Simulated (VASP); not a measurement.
# Sb (Fm-3m) in VASP: a series of runs, part 3 of 3

VASP 6.6.1.

## (6) Single point, LDA (volume scaled by 0.94)

File INCAR:

```
PREC = Accurate
ENCUT = 520
EDIFF = 1E-6
ISMEAR = -1
SIGMA = 0.05
LREAL = F
LASPH = T
NELM = 60
ALGO = Normal
ISIF = 2
LWAVE = F
LCHARG = T
LELF = T
LVHAR = T
NBANDS = 8
```

File KPOINTS:

```
regular mesh
0
Gamma
  10 10 10
```

File POSCAR:

```
Sb
1.0
    0.0000000000      2.3228362346      2.3228362346
    2.3228362346      0.0000000000      2.3228362346
    2.3228362346      2.3228362346      0.0000000000
Sb
1
Direct
    0.0000000000      0.0000000000      0.0000000000
```

Potentials or basis: VASP PAW LDA potentials, release 64 (Sb).

Started as:

```console
> cat potpaw_LDA.64/Sb/POTCAR > POTCAR
> mpirun -np 1 vasp_std > vasp.out
```

OUTCAR:

```text
PREC = Accurate
   ENCUT = 520
   EDIFF = 1E-6
   ISMEAR = -1
   LREAL = F
   LASPH = T
   NELM = 60
   ISIF = 2

 ion  position               nearest neighbor table
   1  0.000  0.000  0.000-

  LATTYP: Found a face centered cubic cell.
 ALAT       =     4.6456724692

  Lattice vectors:

 A1 = (   0.0000000000,   2.3228362346,   2.3228362346)
 A2 = (   2.3228362346,   0.0000000000,   2.3228362346)
 A3 = (   2.3228362346,   2.3228362346,   0.0000000000)

Analysis of symmetry for initial positions (statically):
=====================================================================
 Subroutine PRICEL returns:
 Original cell was already a primitive cell.

 Routine SETGRP: Setting up the symmetry group for a
 face centered cubic supercell.

 Subroutine GETGRP returns: Found 48 space group operations
[... 9 lines left out ...]

 Routine SETGRP: Setting up the symmetry group for a
 face centered cubic supercell.

 Subroutine GETGRP returns: Found 48 space group operations
[... 11 lines left out ...]
                                     Primitive cell

  volume of cell :      25.0660

  direct lattice vectors                    reciprocal lattice vectors
     0.000000000  2.322836235  2.322836235    -0.215254090  0.215254090  0.215254090
     2.322836235  0.000000000  2.322836235     0.215254090 -0.215254090  0.215254090
     2.322836235  2.322836235  0.000000000     0.215254090  0.215254090 -0.215254090

  length of vectors
     3.284986506  3.284986506  3.284986506     0.372831020  0.372831020  0.372831020

  position of ions in fractional coordinates (direct lattice)
     0.000000000  0.000000000  0.000000000

  ion indices of the primitive-cell ions
   primitive index   ion index
                 1           1

----------------------------------------------------------------------------------------

 KPOINTS: regular mesh

Automatic generation of k-mesh.
[... 77 lines left out ...]
   NELECT =       5.0000    total number of electrons
   NUPDOWN=      -1.0000    fix difference up-down
   EMIN   =  10.00;   EMAX   =-10.00  energy-range for DOS
   EFERMI =   0.00;   METHOD = LEGACY
   ISMEAR =    -1;   SIGMA  =   0.05  broadening in eV -4-tet -1-fermi 0-gaus
   EFERMI_NEDOS =   21; number of points for ismear=-14 and -15
   IALGO  =     38    algorithm
   IMIX   =      4    mixing-type and parameters
     AMIX     =   0.40;   BMIX     =  1.00
     AMIX_MAG =   1.60;   BMIX_MAG =  1.00
  volume/ion in A,a.u.               =      25.07       169.15
  Fermi-wavevector in a.u.,A,eV,Ry     =   0.956539  1.807598 12.448893  0.914968
  Thomas-Fermi vector in A             =   2.085477
   LORBIT       =      0    0 simple, 1 ext, 2 COOP (PROOUT), +10 PAW based schemes
   GGA     = CA    functional components
   LHFCALC =     F    Hartree Fock is set to
   AEXX    =    0.0000 exact exchange contribution
   IVDW    =     0    specifies the selected vdW correction
   LEPSILON=     F    determine dielectric tensor
   LRPA    =     F    only Hartree local field effects (RPA)
 non-spin polarized calculation
  energy-cutoff  :      520.00
  volume of cell :       25.07
 maximum number of plane-waves:       692
   NGX = 13   NGY = 13   NGZ = 13

 number of electron       5.0000000 magnetization

 Free energy of the ion-electron system (eV)
  ---------------------------------------------------
  ext. energy  EPLUGINS =         0.00000000
  ---------------------------------------------------
  free energy    TOTEN  =        -4.53025725 eV

  energy without entropy =       -4.52367822  energy(sigma->0) =       -4.52696773

 E-fermi :   9.3454     XC(G=0): -10.6837

 val. band max:        9.2542506964   @ k =  -0.4000   0.4000   0.1000
 cond. band min:       9.3558837977   @ k =  -0.2000   0.2000   0.0000
 fundamental gap:      0.1016331013
 Fermi energy:         9.3453819252

 k-point     1 :       0.0000    0.0000    0.0000
  band No.  band energies     occupation
      1      -4.1413      2.00000
      2      15.1458      0.00000
      3      15.1458      0.00000
      4      15.1458      0.00000
      5      19.3607      0.00000
      6      19.3607      0.00000
      7      19.3607      0.00000
      8      19.7024      0.00000
[... 243 lines left out ...]
 k-point    24 :       0.4000    0.3000    0.0000
  band No.  band energies     occupation
      1      -0.6272      2.00000
      2       7.3010      2.00000
      3       9.5978      0.01275
      4      10.5715      0.00000
      5      14.5871      0.00000
      6      15.8788      0.00000
      7      24.0341      0.00000
      8      24.8451      0.00000

 [... further k-points ...]
[... 5 lines left out ...]
  --------------------------------------------------------------------------------------
  -------------------------------------------------------------------------------------
  Total        0.2820483      0.2820483      0.2820483     -0.0000000     -0.0000000      0.0000000
  in kB       18.0280306     18.0280306     18.0280306     -0.0000000     -0.0000000      0.0000000
  external PRESSURE =      18.0280306 kB  Pullay stress =       0.0000000 kB

 VOLUME and BASIS-vectors are now :
 -----------------------------------------------------------------------------
  energy-cutoff  :      520.00
  volume of cell :       25.07
      direct lattice vectors                 reciprocal lattice vectors
     0.000000000  2.322836235  2.322836235    -0.215254090  0.215254090  0.215254090
     2.322836235  0.000000000  2.322836235     0.215254090 -0.215254090  0.215254090
     2.322836235  2.322836235  0.000000000     0.215254090  0.215254090 -0.215254090

 POSITION                                       TOTAL-FORCE (eV/Angst)
 -----------------------------------------------------------------------------------
      0.00000      0.00000      0.00000         0.000000      0.000000      0.000000
 -----------------------------------------------------------------------------------
    total drift:                               -0.000000      0.000000      0.000000

  FREE ENERGIE OF THE ION-ELECTRON SYSTEM (eV)
  ---------------------------------------------------
  free  energy   TOTEN  =        -4.5302572517 eV

  energy  without entropy=       -4.5236782163  energy(sigma->0) =       -4.52696773
```

Run time: 15 s. Hardware: 1 thread of AMD EPYC 7R13, shared host; peak memory 0.1 GiB.

What came out:

| Quantity | Value |
| --- | --- |
| Free energy | -4.5303 eV |
| Pressure | 1.8 GPa |

Caveat: spin-orbit coupling is left out, which moves the levels of the heavy elements.

## (7) Summary

```tsv
level	potentials or basis	spin	cell	gap on the mesh (eV)	pressure (GPa)
r2SCAN	VASP PAW PBE potentials, release 64 (Sb)	off	a = 3.376 Å, angles 60.0°, 1 atom	none	-0.2
r2SCAN	VASP PAW PBE potentials, release 64 (Sb)	off	a = 3.398 Å, angles 60.0°, 1 atom	none	-1.3
r2SCAN	VASP PAW PBE potentials, release 64 (Sb)	off	a = 3.419 Å, angles 60.0°, 1 atom	none	-2.3
PBEsol	VASP PAW PBE potentials, release 64 (Sb)	non-collinear, zero start, SOC	a = 3.353 Å, angles 60.0°, 1 atom	-	-1.0
LDA	VASP PAW LDA potentials, release 64 (Sb)	off	a = 3.285 Å, angles 60.0°, 1 atom	none	1.8
```

Alike in all rows: task single point; k mesh 10 × 10 × 10; cutoff (eV) 520; smearing fermi-dirac 0.05 eV.

Caveats: the PAW data sets were made with another functional, which shifts forces and pressure a little (some runs); spin-orbit coupling is left out, which moves the levels of the heavy elements (some runs).

Absolute energies hang on the potentials; compare differences alone.
